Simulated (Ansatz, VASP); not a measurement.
One calculation of Zn5O, two programs

File INCAR:

```
SYSTEM = Zn5O
  ALGO = Normal
  EDIFF = 1E-7
  ENCUT = 520
  GGA = PE
  ISIF = 2
  ISMEAR = 0
  LASPH = .True.
  LCHARG = .False.
  LREAL = .False.
  LWAVE = .False.
  NBANDS = 42
  NELM = 100
  PREC = Accurate
  SIGMA = 0.1
```

KPOINTS

```
k-points
0
Gamma
  4 4 4
  0 0 0
```

The input POSCAR:

```
Zn5O
1.0
    5.0262401300      0.0000000000      0.0000000000
    0.0000000000      5.0262401300      0.0000000000
    0.0000000000      0.0000000000      3.9093016500
Zn O
5 1
Direct
    0.2803080000      0.2803080000      0.5000000000
    0.7196920000      0.7196920000      0.5000000000
    0.2803080000      0.7196920000      0.5000000000
    0.7196920000      0.2803080000      0.5000000000
    0.0000000000      0.0000000000      0.5000000000
    0.5000000000      0.5000000000      0.0000000000
```

Input for Ansatz:

```yaml
crystal:
  lattice:
    - [5.02624013, 0.0, 0.0]
    - [0.0, 5.02624013, 0.0]
    - [0.0, 0.0, 3.90930165]
  atoms:
    - { symbol: Zn, position: [0.280308, 0.280308, 0.5] }
    - { symbol: Zn, position: [0.719692, 0.719692, 0.5] }
    - { symbol: Zn, position: [0.280308, 0.719692, 0.5] }
    - { symbol: Zn, position: [0.719692, 0.280308, 0.5] }
    - { symbol: Zn, position: [0.0, 0.0, 0.5] }
    - { symbol: O, position: [0.5, 0.5, 0.0] }
basis:
  ecutwfc: 420
kpoints:
  mp_grid: { grid: [4, 4, 4] }
hamiltonian:
  xc: pbe
scf:
  occupations: { method: gaussian, width: 0.1 }
  lower_state_search: "off"
output:
  forces: true
  stress: true
  eigenvalues: true
```

Alike in both runs: task single point; functional PBE; k mesh 4 × 4 × 4; occupations gaussian, width 0.1 eV; no spin polarisation.

|  | VASP | Ansatz |
| --- | --- | --- |
| version | VASP 6.6.1 | Ansatz 0.2.0 |
| potentials or method | VASP PAW PBE potentials, release 64 (Zn, O), cutoff 520 eV | scalar-relativistic, plane waves, PAW |
| valence electrons in the cell | 66 | 66 |

```tsv
	VASP	Ansatz	Ansatz less VASP
gap on the k mesh at the Fermi level (eV)	none	none	-
rms of the force components (eV/Å)	1.242	1.227	-0.0145
```

Atom by atom the forces differ by 0.015 eV/Å (rms over components). A gap of «none» marks a metal or a gap that the smearing closes.

The k mesh is coarse, so the values compare programs but aren't converged.
